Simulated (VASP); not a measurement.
Input of a VASP 6.6.1 run:

POSCAR

```
InAs
1.0
    0.0000000000      2.9595508101      3.2555058912
    2.9595508101      0.0000000000      3.2555058912
    2.9595508101      2.9595508101      0.0000000000
In As
1 1
Direct
    0.0000000000      0.0000000000      0.0000000000
    0.7500000000      0.7500000000      0.7500000000
```

The input INCAR.step1:

```
PREC = Accurate ; ENCUT = 520
ISMEAR = 0 ; SIGMA = 0.03
LREAL = F ; LASPH = T
NELM = 80 ; NBANDS = 16
GGA = PE ; ALGO = Normal
EDIFF = 1E-4 ; LWAVE = T
LCHARG = F
```

Contents of INCAR.step2:

```
PREC = Accurate ; ENCUT = 520
EDIFF = 1E-6 ; ISMEAR = 0
SIGMA = 0.03 ; LREAL = F
LASPH = T ; NELM = 80
ALGO = Normal ; ISIF = 2
LWAVE = F ; LCHARG = F
METAGGA = R2SCAN ; LMIXTAU = T
NBANDS = 16 ; ISTART = 1
```

Contents of KPOINTS:

```
regular mesh
0
Gamma
  10 10 10
```

Potentials or basis: VASP PAW PBE potentials, release 64 (In_d, As).

The run is started by

```console
$ cat potpaw_PBE.64/In_d/POTCAR potpaw_PBE.64/As/POTCAR > POTCAR
$ cp INCAR.step1 INCAR
$ mpirun -np 1 vasp_std > vasp.out
$ cp INCAR.step2 INCAR
$ mpirun -np 1 vasp_std > vasp.out
```

Task: Predict the band gap on the k mesh.

Result: Zero (filled and empty bands touch).

Task: What does it give for the pressure?

Result: -0.2 GPa.

Stress tensor (GPa, compression positive):
```
 1.26  0.00  0.00
 0.00  1.26  0.00
 0.00  0.00 -3.03
```

Caveat: semilocal functionals underestimate gaps, and a narrow one can read as zero; the PAW data sets were made with another functional, which shifts forces and pressure a little; spin-orbit coupling is left out, which moves the levels of the heavy elements.
